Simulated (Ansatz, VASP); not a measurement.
**One calculation of CsSe2, two programs**

```
Cs Se
1.0
     0.00000    4.44366    4.44366
     4.44366    0.00000    4.44366
     4.44366    4.44366    0.00000
Cs Se
2 4
Direct
  0.00000 0.00000 0.00000
  0.25000 0.25000 0.25000
  0.62500 0.62500 0.62500
  0.12500 0.62500 0.62500
  0.62500 0.62500 0.12500
  0.62500 0.12500 0.62500
```

Alike in both runs: functional PBE; k mesh 8 × 8 × 8; occupations gaussian, width 0.1 eV; no spin polarisation.

Ansatz relaxed the structure, and its values are those at the end. VASP's run is a single point on that final structure, the one shown.

|  | VASP | Ansatz |
| --- | --- | --- |
| version | VASP 6.6.1 | Ansatz 0.2.0 |
| potentials or method | VASP PAW PBE potentials, release 64 (Cs_sv, Se), cutoff 500 eV | scalar-relativistic, plane waves, PAW |
| valence electrons in the cell | 42 | 82 |

|  | VASP | Ansatz | Ansatz less VASP |
| --- | --- | --- | --- |
| gap on the k mesh at the Fermi level (eV) | none | none | - |
| pressure (GPa) | 0.1 | 0.0 | -0.10 |

A gap of «none» marks a metal or a gap that the smearing closes. VASP's potentials hold 42 valence electrons a cell and Ansatz's 82, so a difference there can come from the potentials and not from the codes.

Spin-orbit coupling is off throughout.
